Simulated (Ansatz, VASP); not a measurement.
**Au in VASP and in Ansatz**

```
Au
1.0
     0.00000    2.02134    2.02134
     2.02134    0.00000    2.02134
     2.02134    2.02134    0.00000
Au
1
Cartesian
  0.0000 0.0000 0.0000
```

Alike in both runs: task single point; functional PBE; k mesh 10 × 10 × 10; occupations fermi-dirac, width 0.05 eV; no spin polarisation.

|  | VASP | Ansatz |
| --- | --- | --- |
| version | VASP 6.6.1 | Ansatz 0.2.0 |
| potentials or method | VASP PAW PBE potentials, release 64 (Au), cutoff 500 eV | plane waves, PAW |
| valence electrons in the cell | 11 | 19 |

VASP gave:

```
pressure (GPa) : 15.2
```

**Question.** What did Ansatz give for the same quantities?

**Answer.** Pressure (GPa): 15.5.

VASP's potentials hold 11 valence electrons a cell and Ansatz's 19, so a difference there can come from the potentials and not from the codes.

Neither program's run includes spin-orbit coupling.
